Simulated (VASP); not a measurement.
# AlN (P6_3mc) in VASP: a series of runs

Runs on AlN. Level: PBE. Tasks: single point, relaxation of cell and atoms.

Everything below comes from runs of VASP 6.6.1. Logs are shortened: lines on timing, memory, paths and dates and some standing lists are left out, and cuts for length are marked.

### 1 The cell of the first run

Symmetry: P6_3mc, No. 186, hexagonal system. The conventional cell has a = 3.130 Å, b = 3.130 Å, c = 5.018 Å, α = 90.00°, β = 90.00°, γ = 120.00°. Within 2.5 Å of Al (site symmetry 3m) lie 4 N at 1.90 to 1.91 Å. Within 2.5 Å of N (site symmetry 3m) lie 4 Al at 1.90 to 1.91 Å.

### 2 Single point, PBE

Input file INCAR:

```
PREC     = Accurate       # precision mode
ENCUT    = 520            # plane-wave cutoff, eV
EDIFF    = 1E-6           # SCF threshold, eV
ISMEAR   = 0              # smearing method
SIGMA    = 0.01           # smearing width, eV
LREAL    = False          # projectors in reciprocal space
LASPH    = True           # aspherical terms in the spheres
NELM     = 80             # most SCF steps
ALGO     = Normal         # electronic algorithm
ISIF     = 2              # what is computed and relaxed
LWAVE    = False          # write WAVECAR
LCHARG   = True           # write CHGCAR
GGA      = PE             # functional
LELF     = True           # ELF
LVHAR    = True         
NBANDS   = 16             # bands
```

Input file KPOINTS:

```
Automatic mesh
0
Gamma
  8 8 4
```

Input file POSCAR:

```
AlN
1.0
    3.1302701034      0.0000000000      0.0000000000
   -1.5651350517      2.7108934303      0.0000000000
    0.0000000000      0.0000000000      5.0179591233
Al N
2 2
Direct
    0.3333333333      0.6666666667      0.0002275870
    0.6666666667      0.3333333333      0.5002275870
    0.3333333333      0.6666666667      0.3817724130
    0.6666666667      0.3333333333      0.8817724130
```

Potentials or basis: VASP PAW PBE potentials, release 64 (Al, N).

Launch:

```bash
cat potpaw_PBE.64/Al/POTCAR potpaw_PBE.64/N/POTCAR > POTCAR
mpirun -np 1 vasp_std > vasp.out
```

OUTCAR:

```text
PREC = Accurate
   ENCUT = 520
   EDIFF = 1E-6
   ISMEAR = 0
   LREAL = False
   LASPH = True
   NELM = 80
   ISIF = 2
   GGA = PE

 ion  position               nearest neighbor table
   1  0.333  0.667  0.000-   4 1.90   4 1.90   4 1.90   3 1.91   2 3.09   2 3.09   2 3.09   2 3.09
                             2 3.09   2 3.09
   2  0.667  0.333  0.500-   3 1.90   3 1.90   3 1.90   4 1.91   1 3.09   1 3.09   1 3.09   1 3.09
                             1 3.09   1 3.09
   3  0.333  0.667  0.382-   2 1.90   2 1.90   2 1.90   1 1.91
   4  0.667  0.333  0.882-   1 1.90   1 1.90   1 1.90   2 1.91

  LATTYP: Found a hexagonal cell.
 ALAT       =     3.1302701034
 C/A-ratio  =     1.6030434939

  Lattice vectors:

 A1 = (   3.1302701034,   0.0000000000,   0.0000000000)
 A2 = (  -1.5651350517,   2.7108934303,   0.0000000000)
 A3 = (   0.0000000000,   0.0000000000,   5.0179591233)

Analysis of symmetry for initial positions (statically):
=====================================================================
 Subroutine PRICEL returns:
 Original cell was already a primitive cell.

 Routine SETGRP: Setting up the symmetry group for a
 hexagonal supercell.

 Subroutine GETGRP returns: Found 12 space group operations
 (whereof  6 operations were pure point group operations)
 out of a pool of 24 trial point group operations.

The static configuration has the point symmetry C_3v.
 The point group associated with its full space group is C_6v.

Analysis of symmetry for dynamics (positions and initial velocities):
=====================================================================
 Subroutine PRICEL returns:
 Original cell was already a primitive cell.

 Routine SETGRP: Setting up the symmetry group for a
 hexagonal supercell.

 Subroutine GETGRP returns: Found 12 space group operations
 (whereof  6 operations were pure point group operations)
 out of a pool of 24 trial point group operations.

The dynamic configuration has the point symmetry C_3v.
 The point group associated with its full space group is C_6v.

 Subroutine INISYM returns: Found 12 space group operations
 (whereof  6 operations are pure point group operations),
 and found     1 'primitive' translations

----------------------------------------------------------------------------------------

                                     Primitive cell

  volume of cell :      42.5815

  direct lattice vectors                    reciprocal lattice vectors
     3.130270103  0.000000000  0.000000000     0.319461250  0.184441039  0.000000000
    -1.565135052  2.710893430  0.000000000     0.000000000  0.368882077  0.000000000
     0.000000000  0.000000000  5.017959123     0.000000000  0.000000000  0.199284206

  length of vectors
     3.130270103  3.130270103  5.017959123     0.368882077  0.368882077  0.199284206

  position of ions in fractional coordinates (direct lattice)
     0.333333333  0.666666667  0.000227587
     0.666666667  0.333333333  0.500227587
     0.333333333  0.666666667  0.381772413
     0.666666667  0.333333333  0.881772413

  ion indices of the primitive-cell ions
   primitive index   ion index
                 1           1
                 2           2
                 3           3
                 4           4

----------------------------------------------------------------------------------------

 KPOINTS: Automatic mesh

Automatic generation of k-mesh.
 Grid dimensions read from file:
 generate k-points for:    8    8    4

 Generating k-lattice:

  Cartesian coordinates                     Fractional coordinates (reciprocal lattice)
     0.039932656  0.023055130  0.000000000     0.125000000  0.000000000  0.000000000
     0.000000000  0.046110260  0.000000000     0.000000000  0.125000000  0.000000000
     0.000000000  0.000000000  0.049821052     0.000000000  0.000000000  0.250000000

  Length of vectors
     0.046110260  0.046110260  0.049821052

  Shift w.r.t. Gamma in fractional coordinates (k-lattice)
     0.000000000  0.000000000  0.000000000

 Subroutine IBZKPT returns following result:
 ===========================================

 Found     30 irreducible k-points:

 Following reciprocal coordinates:
            Coordinates               Weight
  0.000000  0.000000  0.000000      1.000000
  0.125000  0.000000  0.000000      6.000000
  0.250000  0.000000  0.000000      6.000000
  0.375000  0.000000  0.000000      6.000000
  0.500000  0.000000  0.000000      3.000000
  0.125000  0.125000  0.000000      6.000000
[... 16 lines left out ...]
  0.250000  0.000000  0.500000      6.000000
  0.375000  0.000000  0.500000      6.000000
 [... further k-points ...]
   k-points           NKPTS =     30   k-points in BZ     NKDIM =     30   number of bands    NBANDS=     16
   number of dos      NEDOS =    301   number of ions     NIONS =      4
   total plane-waves  NPLWV =  23040
   dimension x,y,z NGX =    24 NGY =   24 NGZ =   40
   dimension x,y,z NGXF=    48 NGYF=   48 NGZF=   80
   ions per type =               2   2
   NGX,Y,Z   is equivalent  to a cutoff of  12.75, 12.75, 13.25 a.u.
   NGXF,Y,Z  is equivalent  to a cutoff of  25.49, 25.49, 26.50 a.u.
 SYSTEM =  unknown system
   PREC   = accura    normal or accurate (medium, high low for compatibility)
   ISTART =      0    job   : 0-new  1-cont  2-samecut
   ICHARG =      2    charge: 1-file 2-atom 10-const
   ISPIN  =      1    spin polarized calculation?
   LNONCOLLINEAR =      F non collinear calculations
   LSORBIT =      F    spin-orbit coupling
   LASPH  =      T    aspherical Exc in radial PAW
   ENCUT  =  520.0 eV  38.22 Ry    6.18 a.u.   5.82  5.82  9.33*2*pi/ulx,y,z
   NELM   =     80;   NELMIN=  2; NELMDL= -5     # of ELM steps
   EDIFF  = 0.1E-05   stopping-criterion for ELM
   LREAL  =      F    real-space projection
   EDIFFG = 0.1E-04   stopping-criterion for IOM
   NSW    =      0    number of steps for IOM
   IBRION =     -1    ionic relax: 0-MD 1-quasi-New 2-CG
   NFREE  =      0    steps in history (QN), initial steepest desc. (CG)
   ISIF   =      2    stress and relaxation
   ISYM   =      2    0-nonsym 1-usesym 2-fastsym
   POTIM  = 0.5000    time-step for ionic-motion
   TEBEG  =    0.0;   TEEND  =   0.0 temperature during run
   PSTRESS=    0.0 pullay stress
   NELECT =      16.0000    total number of electrons
   NUPDOWN=      -1.0000    fix difference up-down
   EMIN   =  10.00;   EMAX   =-10.00  energy-range for DOS
   EFERMI =   0.00;   METHOD = LEGACY
   ISMEAR =     0;   SIGMA  =   0.01  broadening in eV -4-tet -1-fermi 0-gaus
   EFERMI_NEDOS =   21; number of points for ismear=-14 and -15
   IALGO  =     38    algorithm
   IMIX   =      4    mixing-type and parameters
     AMIX     =   0.40;   BMIX     =  1.00
     AMIX_MAG =   1.60;   BMIX_MAG =  1.00
  volume/ion in A,a.u.               =      10.65        71.84
  Fermi-wavevector in a.u.,A,eV,Ry     =   1.181339  2.232406 18.987756  1.395561
  Thomas-Fermi vector in A             =   2.317614
   LORBIT       =      0    0 simple, 1 ext, 2 COOP (PROOUT), +10 PAW based schemes
   GGA     = PE    functional components
   LHFCALC =     F    Hartree Fock is set to
   AEXX    =    0.0000 exact exchange contribution
   IVDW    =     0    specifies the selected vdW correction
   LEPSILON=     F    determine dielectric tensor
   LRPA    =     F    only Hartree local field effects (RPA)
 non-spin polarized calculation
 Gauss-broadening in eV      SIGMA  =   0.01
  energy-cutoff  :      520.00
  volume of cell :       42.58
 maximum number of plane-waves:      1170
 NGX is ok and might be reduce to    24
   NGX = 11   NGY = 11   NGZ = 19

 number of electron      15.9999998 magnetization

 Free energy of the ion-electron system (eV)
  ---------------------------------------------------
  ext. energy  EPLUGINS =         0.00000000
  ---------------------------------------------------
  free energy    TOTEN  =       -29.78043977 eV

  energy without entropy =      -29.78043977  energy(sigma->0) =      -29.78043977

 E-fermi :   6.0162     XC(G=0): -10.8268

 val. band max:        5.9642320065   @ k =   0.0000   0.0000   0.0000
 cond. band min:      10.0071894113   @ k =   0.0000   0.0000   0.0000
 fundamental gap:      4.0429574048
 Fermi energy:         6.0161667097

 k-point     1 :       0.0000    0.0000    0.0000
  band No.  band energies     occupation
      1      -9.1033      2.00000
      2      -7.0205      2.00000
      3       0.0589      2.00000
      4       5.1186      2.00000
      5       5.1186      2.00000
      6       5.7613      2.00000
[... 8 lines left out ...]
     15      18.9290      0.00000
     16      18.9290      0.00000

 k-point     2 :       0.1250    0.0000    0.0000
  band No.  band energies     occupation
      1      -8.9101      2.00000
      2      -6.9132      2.00000
      3       0.2912      2.00000
      4       4.2583      2.00000
      5       4.8805      2.00000
      6       4.9363      2.00000
[... 8 lines left out ...]
     15      18.6627      0.00000
     16      18.9064      0.00000

 k-point     3 :       0.2500    0.0000    0.0000
  band No.  band energies     occupation
      1      -8.3719      2.00000
      2      -6.6601      2.00000
      3       0.9584      2.00000
      4       2.5576      2.00000
      5       3.5215      2.00000
      6       4.4229      2.00000
[... 8 lines left out ...]
     15      17.8724      0.00000
     16      19.1083      0.00000

 k-point     4 :       0.3750    0.0000    0.0000
  band No.  band energies     occupation
      1      -7.6468      2.00000
      2      -6.4770      2.00000
      3       1.1312      2.00000
      4       1.9343      2.00000
      5       2.3391      2.00000
      6       4.0492      2.00000
[... 8 lines left out ...]
     15      18.0806      0.00000
     16      20.6269      0.00000

 k-point     5 :       0.5000    0.0000    0.0000
  band No.  band energies     occupation
      1      -7.1899      2.00000
      2      -6.5149      2.00000
      3       0.5891      2.00000
      4       1.8427      2.00000
      5       2.6698      2.00000
      6       3.9100      2.00000
[... 8 lines left out ...]
     15      18.6428      0.00000
     16      20.8609      0.00000

 k-point     6 :       0.1250    0.1250    0.0000
  band No.  band energies     occupation
      1      -8.5434      2.00000
      2      -6.7316      2.00000
      3       0.7419      2.00000
      4       3.3358      2.00000
      5       3.5043      2.00000
      6       4.7265      2.00000
[... 8 lines left out ...]
     15      18.3854      0.00000
     16      19.0586      0.00000
[... 267 lines left out ...]
 k-point    21 :       0.0000    0.0000    0.5000
  band No.  band energies     occupation
      1      -8.2387      2.00000
      2      -8.2387      2.00000
      3       2.6645      2.00000
      4       2.6645      2.00000
      5       5.4306      2.00000
      6       5.4306      2.00000
[... 8 lines left out ...]
     15      17.3066      0.00000
     16      17.3066      0.00000

 k-point    22 :       0.1250    0.0000    0.5000
  band No.  band energies     occupation
      1      -8.0718      2.00000
      2      -8.0718      2.00000
      3       2.5922      2.00000
      4       2.5922      2.00000
      5       4.9141      2.00000
      6       4.9141      2.00000
[... 8 lines left out ...]
     15      17.7484      0.00000
     16      17.7484      0.00000

 k-point    23 :       0.2500    0.0000    0.5000
  band No.  band energies     occupation
      1      -7.6246      2.00000
      2      -7.6246      2.00000
      3       1.9867      2.00000
      4       1.9867      2.00000
      5       4.3859      2.00000
      6       4.3859      2.00000
[... 8 lines left out ...]
     15      18.6264      0.00000
     16      18.6264      0.00000

 k-point    24 :       0.3750    0.0000    0.5000
  band No.  band energies     occupation
      1      -7.0890      2.00000
      2      -7.0890      2.00000
      3       0.9387      2.00000
      4       0.9387      2.00000
      5       4.4917      2.00000
      6       4.4917      2.00000
[... 8 lines left out ...]
     15      19.0344      0.00000
     16      19.0344      0.00000

 [... further k-points ...]
[... 5 lines left out ...]
  --------------------------------------------------------------------------------------
  -------------------------------------------------------------------------------------
  Total       -0.0741437     -0.0741437     -0.0575920      0.0000000      0.0000000      0.0000000
  in kB       -2.7897369     -2.7897369     -2.1669641      0.0000000      0.0000000      0.0000000
  external PRESSURE =      -2.5821460 kB  Pullay stress =       0.0000000 kB

 VOLUME and BASIS-vectors are now :
 -----------------------------------------------------------------------------
  energy-cutoff  :      520.00
  volume of cell :       42.58
      direct lattice vectors                 reciprocal lattice vectors
     3.130270103  0.000000000  0.000000000     0.319461250  0.184441039  0.000000000
    -1.565135052  2.710893430  0.000000000     0.000000000  0.368882077  0.000000000
     0.000000000  0.000000000  5.017959123     0.000000000  0.000000000  0.199284206

 POSITION                                       TOTAL-FORCE (eV/Angst)
 -----------------------------------------------------------------------------------
     -0.00000      1.80726      0.00114         0.000000     -0.000000      0.000661
      1.56514      0.90363      2.51012        -0.000000      0.000000      0.000661
     -0.00000      1.80726      1.91572         0.000000     -0.000000     -0.000661
      1.56514      0.90363      4.42470         0.000000      0.000000     -0.000661
 -----------------------------------------------------------------------------------
    total drift:                               -0.000000      0.000000      0.000589

  FREE ENERGIE OF THE ION-ELECTRON SYSTEM (eV)
  ---------------------------------------------------
  free  energy   TOTEN  =       -29.7804397704 eV

  energy  without entropy=      -29.7804397704  energy(sigma->0) =      -29.78043977
```

Wall time 6.6 s (1 thread of Intel Xeon 6975P-C (Granite Rapids), shared host); peak memory 0.15 GiB.

Results:

```
Free energy            : -29.7804 eV
Pressure               : -0.3 GPa
Band gap on the k mesh : 4.04 eV, direct
```

A hybrid or GW would open this gap; PBE tends to underestimate it.

### 3 Relaxation of cell and atoms, PBE

This run uses another cell than the first one, of 10.43 Å³/atom, 0.980 times its volume.

Input file INCAR:

```
SYSTEM = AlN
PREC = Accurate ; ENCUT = 600
EDIFF = 1E-7 ; ISMEAR = 0
SIGMA = 0.01 ; LREAL = .False.
LASPH = .True. ; NELM = 80
ALGO = Normal ; ISIF = 3
LWAVE = .False. ; LCHARG = .False.
GGA = PE ; IBRION = 2
NSW = 80 ; EDIFFG = -0.003
```

Input file KPOINTS:

```
Automatic mesh
0
Gamma
  8 8 4
  0 0 0
```

Input file POSCAR:

```
AlN
1.0
    3.1100000000      0.0000000000      0.0000000000
   -1.5550000000      2.6933390100      0.0000000000
    0.0000000000      0.0000000000      4.9800000000
Al N
2 2
Direct
    0.3333333333      0.6666666667      0.0000000000
    0.6666666667      0.3333333333      0.5000000000
    0.3333333333      0.6666666667      0.3820000000
    0.6666666667      0.3333333333      0.8820000000
```

Potentials or basis: VASP PAW PBE potentials, release 64 (Al, N).

Launch:

```bash
cat potpaw_PBE.64/Al/POTCAR potpaw_PBE.64/N/POTCAR > POTCAR
mpirun -np 1 vasp_std > vasp.out
```

Wall time 30 s (1 thread of Intel Xeon 6975P-C (Granite Rapids), shared host); peak memory 0.17 GiB.

It converged, with:

- Free energy: -29.7825 eV
- Relaxed volume: 10.62 Å³/atom
- Relaxed cell: a = 3.128 Å, b = 3.128 Å, c = 5.015 Å, α = 90.00°, β = 90.00°, γ = 120.00°
- Space group after relaxing (to 0.05 Å): P6_3mc (No. 186)
- Energy gained by relaxing: 2.2 meV/atom
- Ionic steps: 8
- Pressure after relaxing: 0.0 GPa
- Band gap on the k mesh: 4.06 eV, direct

The path:
```
step  energy change (eV)  largest force (eV/Å)  pressure (GPa)  volume (Å³)
   1              0.0000                0.0086            3.74        41.71
   2             -0.0019                0.0087           -3.11        43.20
   3             -0.0089                0.0085            0.00        42.49
   4             -0.0089                0.0085            0.07        42.48
   5             -0.0090                0.0086            0.07        42.48
   6             -0.0090                0.0087            0.07        42.48
   7             -0.0090                0.0050           -0.06        42.51
   8             -0.0090                0.0011           -0.01        42.50
```

Final structure:
```
Al N
1.0
     3.12812    0.00000    0.00000
    -1.56406    2.70903    0.00000
     0.00000    0.00000    5.01504
Al N
2 2
Cartesian
  0.0000 1.8060 0.0011
  1.5641 0.9030 2.5087
  0.0000 1.8060 1.9146
  1.5641 0.9030 4.4221
```

Levels at points of the mesh, in eV from the valence-band top:
| k point | band 4 | band 5 | band 6 | band 7 | band 8 | band 9 | band 10 | band 11 | band 12 |
| --- | --- | --- | --- | --- | --- | --- | --- | --- | --- |
| (0.00, 0.00, 0.00) | -0.85 | -0.85 | -0.20 | -0.20 | 0.00 | 4.06 | 6.53 | 10.47 | 11.04 |
| (0.50, 0.00, 0.00) | -4.13 | -3.30 | -2.06 | -1.75 | -0.68 | 5.77 | 5.77 | 8.04 | 10.16 |
| (0.00, 0.00, 0.50) | -3.30 | -0.53 | -0.53 | -0.53 | -0.53 | 6.33 | 6.33 | 10.18 | 10.18 |
| (0.50, 0.00, 0.50) | -5.53 | -1.44 | -1.44 | -1.35 | -1.35 | 5.25 | 5.25 | 9.15 | 9.15 |

Expect the measured gap to be larger: semilocal functionals such as PBE lack the derivative discontinuity.
